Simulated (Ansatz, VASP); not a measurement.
# Two plane-wave programs on Y2C5

```xyz
7
Lattice="0.0000 3.6985 3.6985 3.6985 0.0000 3.6985 3.6985 3.6985 0.0000" Properties=species:S:1:pos:R:3 pbc="T T T"
Y     5.5477    5.5477    5.5477
Y     0.0000    0.0000    0.0000
C     1.3100    1.3100    1.3100
C     2.3884    2.3884    1.3100
C     2.3884    1.3100    2.3884
C     1.3100    2.3884    2.3884
C     3.6985    3.6985    3.6985
```

Alike in both runs: functional PBE; k mesh 4 × 4 × 4; occupations gaussian, width 0.1 eV; no spin polarisation.

Ansatz relaxed the structure, and its values are those at the end. VASP's run is a single point on that final structure, the one shown.

|  | VASP | Ansatz |
| --- | --- | --- |
| version | VASP 6.6.1 | Ansatz 0.2.0 |
| potentials or method | VASP PAW PBE potentials, release 64 (Y_sv, C_h), cutoff 1300 eV | scalar-relativistic, plane waves, PAW |
| valence electrons in the cell | 42 | 42 |

```csv
,VASP,Ansatz,Ansatz less VASP
gap on the k mesh at the Fermi level (eV),none,none,-
pressure (GPa),-0.3,-0.2,+0.12
rms of the force components (eV/Å),0.013,0.000,-0.0127
```

A gap of «none» marks a metal or a gap that the smearing closes. With one functional, cell and mesh, what is left measures potentials, basis and numerics.

The k mesh is coarse, so the values compare programs but aren't converged.
